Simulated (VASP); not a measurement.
# PbS (rocksalt type) (Fm-3m) in VASP: notebook, part 2 of 2

VASP 6.6.1. Earlier steps stand in the parts before.

## (4) Single point, LDA (23.47 Å³/atom)

This run uses another cell than the first one, of 23.47 Å³/atom.

File INCAR:

```
SYSTEM = PbS
PREC     = Accurate       ! precision mode
ENCUT    = 520            ! plane-wave cutoff, eV
EDIFF    = 1E-6           ! SCF threshold, eV
ISMEAR   = -1             ! smearing method
SIGMA    = 0.08           ! smearing width, eV
LREAL    = .FALSE.        ! projectors in reciprocal space
LASPH    = .TRUE.         ! aspherical terms in the spheres
NELM     = 100            ! most SCF steps
ALGO     = Normal         ! electronic algorithm
ISIF     = 2              ! what is computed and relaxed
LWAVE    = .FALSE.        ! write WAVECAR
LCHARG   = .FALSE.        ! write CHGCAR
GGA      = CA             ! functional
NBANDS   = 17             ! bands
```

File KPOINTS:

```
Automatic mesh
0
G
  12 12 12
  0 0 0
```

File POSCAR:

```
PbS
1.0
    0.0000000000      2.8630046099      2.8630046099
    2.8630046099      0.0000000000      2.8630046099
    2.8630046099      2.8630046099      0.0000000000
Pb S
1 1
Direct
    0.0000000000      0.0000000000      0.0000000000
    0.5000000000      0.5000000000      0.5000000000
```

Potentials or basis: VASP PAW LDA potentials, release 64 (Pb_d, S).

On the command line:

```console
> cat potpaw_LDA.64/Pb_d/POTCAR potpaw_LDA.64/S/POTCAR > POTCAR
> mpirun -np 1 vasp_std > vasp.out
```

OUTCAR:

```text
SYSTEM = PbS
   PREC = Accurate
   ENCUT = 520
   EDIFF = 1E-6
   ISMEAR = -1
   LREAL = .FALSE.
   LASPH = .TRUE.
   NELM = 100
   ISIF = 2
   GGA = CA

 ion  position               nearest neighbor table
   1  0.000  0.000  0.000-   2 2.86   2 2.86   2 2.86   2 2.86   2 2.86   2 2.86
   2  0.500  0.500  0.500-   1 2.86   1 2.86   1 2.86   1 2.86   1 2.86   1 2.86

  LATTYP: Found a face centered cubic cell.
 ALAT       =     5.7260092198

  Lattice vectors:

 A1 = (   0.0000000000,   2.8630046099,   2.8630046099)
 A2 = (   2.8630046099,   0.0000000000,   2.8630046099)
 A3 = (   2.8630046099,   2.8630046099,   0.0000000000)

Analysis of symmetry for initial positions (statically):
=====================================================================
 Subroutine PRICEL returns:
 Original cell was already a primitive cell.

 Routine SETGRP: Setting up the symmetry group for a
 face centered cubic supercell.

 Subroutine GETGRP returns: Found 48 space group operations
 (whereof 48 operations were pure point group operations)
 out of a pool of 48 trial point group operations.

The static configuration has the point symmetry O_h .

Analysis of symmetry for dynamics (positions and initial velocities):
=====================================================================
 Subroutine PRICEL returns:
 Original cell was already a primitive cell.

 Routine SETGRP: Setting up the symmetry group for a
 face centered cubic supercell.

 Subroutine GETGRP returns: Found 48 space group operations
 (whereof 48 operations were pure point group operations)
 out of a pool of 48 trial point group operations.

The dynamic configuration has the point symmetry O_h .

 Subroutine INISYM returns: Found 48 space group operations
 (whereof 48 operations are pure point group operations),
 and found     1 'primitive' translations

----------------------------------------------------------------------------------------

                                     Primitive cell
[... 109 lines left out ...]
   IMIX   =      4    mixing-type and parameters
     AMIX     =   0.40;   BMIX     =  1.00
     AMIX_MAG =   1.60;   BMIX_MAG =  1.00
  volume/ion in A,a.u.               =      23.47       158.37
  Fermi-wavevector in a.u.,A,eV,Ry     =   1.231930  2.328011 20.648911  1.517652
  Thomas-Fermi vector in A             =   2.366720
   LORBIT       =      0    0 simple, 1 ext, 2 COOP (PROOUT), +10 PAW based schemes
   GGA     = CA    functional components
   LHFCALC =     F    Hartree Fock is set to
   AEXX    =    0.0000 exact exchange contribution
   IVDW    =     0    specifies the selected vdW correction
   LEPSILON=     F    determine dielectric tensor
   LRPA    =     F    only Hartree local field effects (RPA)
 non-spin polarized calculation
  energy-cutoff  :      520.00
  volume of cell :       46.93
 maximum number of plane-waves:      1283
   NGX = 15   NGY = 15   NGZ = 15

 number of electron      20.0000002 magnetization

 Free energy of the ion-electron system (eV)
  ---------------------------------------------------
  ext. energy  EPLUGINS =         0.00000000
  ---------------------------------------------------
  free energy    TOTEN  =        -9.95519626 eV

  energy without entropy =       -9.95443862  energy(sigma->0) =       -9.95481744

 E-fermi :   7.0986     XC(G=0): -10.5207

 val. band max:        6.9979243662   @ k =   0.5000   0.0000   0.0000
 cond. band min:       7.2339495627   @ k =   0.5000   0.0000   0.0000
 fundamental gap:      0.2360251966
 Fermi energy:         7.0985944640

 k-point     1 :       0.0000    0.0000    0.0000
  band No.  band energies     occupation
      1      -9.9242      2.00000
      2      -9.9242      2.00000
      3      -9.9242      2.00000
      4      -9.9192      2.00000
      5      -9.9192      2.00000
      6      -7.5185      2.00000
[... 457 lines left out ...]
      4      -9.8720      2.00000
      5      -9.8551      2.00000
      6      -5.7505      2.00000
[... 9 lines left out ...]
     16      16.4662      0.00000
     17      18.5771      0.00000

 [... further k-points ...]

------------------------ aborting loop because EDIFF is reached ----------------------------------------

  FORCE on cell =-STRESS in cart. coord.  units (eV):
  Direction    XX          YY          ZZ          XY          YZ          ZX
  --------------------------------------------------------------------------------------
  -------------------------------------------------------------------------------------
  Total        1.3624037      1.3624037      1.3624037     -0.0000000     -0.0000000      0.0000000
  in kB       46.5072071     46.5072071     46.5072071     -0.0000000     -0.0000000      0.0000000
  external PRESSURE =      46.5072071 kB  Pullay stress =       0.0000000 kB

 VOLUME and BASIS-vectors are now :
 -----------------------------------------------------------------------------
  energy-cutoff  :      520.00
  volume of cell :       46.93
      direct lattice vectors                 reciprocal lattice vectors
     0.000000000  2.863004610  2.863004610    -0.174641703  0.174641703  0.174641703
     2.863004610  0.000000000  2.863004610     0.174641703 -0.174641703  0.174641703
     2.863004610  2.863004610  0.000000000     0.174641703  0.174641703 -0.174641703

 POSITION                                       TOTAL-FORCE (eV/Angst)
 -----------------------------------------------------------------------------------
      0.00000      0.00000      0.00000        -0.000000     -0.000000      0.000000
      2.86300      2.86300      2.86300         0.000000      0.000000     -0.000000
 -----------------------------------------------------------------------------------
    total drift:                               -0.000000      0.000000      0.000000

  FREE ENERGIE OF THE ION-ELECTRON SYSTEM (eV)
  ---------------------------------------------------
  free  energy   TOTEN  =        -9.9551962648 eV

  energy  without entropy=       -9.9544386174  energy(sigma->0) =       -9.95481744
```

OSZICAR:

```text
N       E                     dE             d eps       ncg     rms          rms(c)
DAV:   1     0.157625540538E+03    0.15763E+03   -0.97615E+03  2464   0.127E+03
DAV:   2     0.117898794362E+01   -0.15645E+03   -0.15064E+03  2629   0.320E+02
DAV:   3    -0.100669998586E+02   -0.11246E+02   -0.11121E+02  3194   0.905E+01
DAV:   4    -0.103345728496E+02   -0.26757E+00   -0.26727E+00  3210   0.149E+01
DAV:   5    -0.103440192726E+02   -0.94464E-02   -0.94458E-02  3566   0.272E+00    0.552E+00
DAV:   6    -0.996750389646E+01    0.37652E+00   -0.10174E+00  3882   0.775E+00    0.385E+00
DAV:   7    -0.995837039753E+01    0.91335E-02   -0.10594E-01  3111   0.172E+00    0.191E+00
DAV:   8    -0.995542650843E+01    0.29439E-02   -0.92550E-03  3144   0.105E+00    0.944E-02
DAV:   9    -0.995517697681E+01    0.24953E-03   -0.12461E-03  3913   0.322E-01    0.857E-02
DAV:  10    -0.995520337385E+01   -0.26397E-04   -0.13291E-04  2923   0.105E-01    0.385E-02
DAV:  11    -0.995519613958E+01    0.72343E-05   -0.31836E-05  3666   0.663E-02    0.171E-02
DAV:  12    -0.995519626478E+01   -0.12519E-06   -0.17150E-06  2376   0.118E-02
   1 F= -.99551963E+01 E0= -.99548174E+01  d E =-.757647E-03
```

stdout:

```text
POSCAR found type information on POSCAR PbS
 POSCAR found :  2 types and       2 ions
 scaLAPACK will be used
 LDA part: xc-table for (Slater(with rela. corr.)+CA(PZ))
 , standard interpolation
 POSCAR, INCAR and KPOINTS ok, starting setup
 FFT: planning ... GRIDC
 FFT: planning ... GRID_SOFT
 FFT: planning ... GRID
 WAVECAR not read
 entering main loop
```

Wall time 75 s (1 thread of Intel Xeon 8259CL, shared host); peak memory 0.19 GiB.

Results:

* Free energy: -9.9552 eV
* Pressure: 4.7 GPa
* Band gap on the k mesh: 0.24 eV

Levels at points of the mesh, in eV from the valence-band top:
| k point | band 7 | band 8 | band 9 | band 10 | band 11 | band 12 | band 13 | band 14 |
| --- | --- | --- | --- | --- | --- | --- | --- | --- |
| (0.00, 0.00, 0.00) | -5.79 | -2.63 | -2.63 | -2.63 | 5.46 | 5.46 | 5.46 | 6.45 |
| (0.50, 0.00, 0.00) | -9.54 | -2.13 | -2.13 | 0.00 | 0.24 | 1.65 | 1.65 | 8.69 |
| (0.50, 0.50, 0.00) | -7.38 | -6.14 | -4.11 | -4.11 | 3.33 | 5.90 | 6.05 | 6.05 |

Caveat: the cell stands under pressure; spin-orbit coupling is left out, which moves the levels of the heavy elements. A k mesh can miss the band edges.
